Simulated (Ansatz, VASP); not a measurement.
## GaP: VASP beside Ansatz

INCAR

```
ALGO = Normal ; EDIFF = 1E-7
ENCUT = 520 ; GGA = PE
ISIF = 2 ; ISMEAR = 0
LASPH = T ; LCHARG = F
LREAL = F ; LWAVE = F
NBANDS = 16 ; NELM = 60
PREC = Accurate ; SIGMA = 0.05
```

KPOINTS

```
k-points
0
Gamma
  10 10 10
```

POSCAR

```
GaP
1.0
    0.0000000000      2.7443006552      2.7443006552
    2.7443006552      0.0000000000      2.7443006552
    2.7443006552      2.7443006552      0.0000000000
Ga P
1 1
Direct
    0.0000000000      0.0000000000      0.0000000000
    0.7500000000      0.7500000000      0.7500000000
```

Input for Ansatz:

```yaml
crystal:
  lattice:
    - [0.0, 2.7443006553, 2.7443006553]
    - [2.7443006553, 0.0, 2.7443006553]
    - [2.7443006553, 2.7443006553, 0.0]
  atoms:
    - { symbol: Ga, position: [0.0, 0.0, 0.0] }
    - { symbol: P, position: [0.75, 0.75, 0.75] }
basis:
  ecutwfc: 420
  ecutrho_ratio: 4
kpoints:
  mp_grid: { grid: [10, 10, 10] }
hamiltonian:
  xc: pbe
scf:
  occupations: { method: gaussian, width: 0.05 }
output:
  forces: true
  stress: true
  eigenvalues: true
```

Alike in both runs: task single point; functional PBE; k mesh 10 × 10 × 10; occupations gaussian, width 0.05 eV; no spin polarisation.

```csv
,VASP,Ansatz
version,VASP 6.6.1,Ansatz 0.2.0
potentials or method,"VASP PAW PBE potentials, release 64 (Ga_d, P), cutoff 520 eV","scalar-relativistic, plane waves, PAW"
valence electrons in the cell,18,18
```

VASP gave:

| Quantity | Value |
| --- | --- |
| gap on the k mesh at the Fermi level (eV) | 1.61 |
| least direct gap on the mesh (eV) | 1.65 |
| pressure (GPa) | 0.7 |

Question: Estimate Ansatz's values.

Answer: gap on the k mesh at the Fermi level (eV): 1.61; least direct gap on the mesh (eV): 1.66; pressure (GPa): 0.8.
